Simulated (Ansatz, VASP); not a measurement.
## Al4Co in VASP and in Ansatz

The input POSCAR:

```
Al4Co
1.0
    4.1692517014      0.0000000000      0.0000000000
    0.0000000000      4.1692517014      0.0000000000
    0.0000000000      0.0000000000      8.9820333327
Al Co
8 2
Direct
    0.0000000000      0.0000000000      0.0000000000
    0.5000000000      0.5000000000      0.0000000000
    0.0000000000      0.5000000000      0.4847329479
    0.5000000000      0.0000000000      0.5152670521
    0.0000000000      0.0000000000      0.2939222802
    0.5000000000      0.5000000000      0.2939222802
    0.5000000000      0.5000000000      0.7060777198
    0.0000000000      0.0000000000      0.7060777198
    0.0000000000      0.5000000000      0.1756996739
    0.5000000000      0.0000000000      0.8243003261
```

INCAR.step1

```
  ALGO = Normal
  EDIFF = 1E-4
  ENCUT = 520
  GGA = PE
  ISMEAR = 0
  LASPH = True
  LCHARG = False
  LREAL = False
  LWAVE = True
  NBANDS = 32
  NELM = 60
  PREC = Accurate
  SIGMA = 0.1
```

The input INCAR.step2:

```
  ALGO = Normal
  EDIFF = 1E-6
  ENCUT = 520
  ISIF = 2
  ISMEAR = 0
  ISTART = 1
  LASPH = True
  LCHARG = False
  LMIXTAU = True
  LREAL = False
  LWAVE = False
  METAGGA = R2SCAN
  NBANDS = 32
  NELM = 60
  PREC = Accurate
  SIGMA = 0.1
```

The input KPOINTS:

```
k-points
0
Gamma
  8 8 4
```

Input for Ansatz:

```yaml
crystal:
  lattice:
    - [4.1692517014, 0.0, 0.0]
    - [0.0, 4.1692517014, 0.0]
    - [0.0, 0.0, 8.9820333327]
  atoms:
    - { symbol: Al, position: [0.0, 0.0, 0.0] }
    - { symbol: Al, position: [0.5, 0.5, 0.0] }
    - { symbol: Al, position: [0.0, 0.5, 0.4847329479] }
    - { symbol: Al, position: [0.5, 0.0, 0.5152670521] }
    - { symbol: Al, position: [0.0, 0.0, 0.2939222802] }
    - { symbol: Al, position: [0.5, 0.5, 0.2939222802] }
    - { symbol: Al, position: [0.5, 0.5, 0.7060777198] }
    - { symbol: Al, position: [0.0, 0.0, 0.7060777198] }
    - { symbol: Co, position: [0.0, 0.5, 0.1756996739] }
    - { symbol: Co, position: [0.5, 0.0, 0.8243003261] }
basis:
  ecutwfc: 500
kpoints:
  mp_grid: { grid: [8, 8, 4] }
hamiltonian:
  xc: r2scan
scf:
  occupations: { method: gaussian, width: 0.1 }
output:
  forces: true
  stress: true
  eigenvalues: true
```

Alike in both runs: task single point; functional r2SCAN; k mesh 8 × 8 × 4; occupations gaussian, width 0.1 eV; no spin polarisation.

```csv
,VASP,Ansatz
version,VASP 6.6.1,Ansatz 0.2.0
potentials or method,"VASP PAW PBE potentials, release 64 (Al, Co), cutoff 520 eV","scalar-relativistic, plane waves, PAW"
valence electrons in the cell,42,58
```

|  | VASP | Ansatz | Ansatz less VASP |
| --- | --- | --- | --- |
| gap on the k mesh at the Fermi level (eV) | none | none | - |
| pressure (GPa) | -3.2 | -2.9 | +0.30 |
| traceless stress, the component that is largest in VASP (GPa) | -0.07 | -0.10 | -0.025 |
| rms of the force components (eV/Å) | 0.045 | 0.052 | +0.0075 |

VASP's potentials were made for PBE, not for r2SCAN. Atom by atom the forces differ by 0.008 eV/Å (rms over components). A gap of «none» marks a metal or a gap that the smearing closes. VASP's potentials hold 42 valence electrons a cell and Ansatz's 58, so a difference there can come from the potentials and not from the codes.
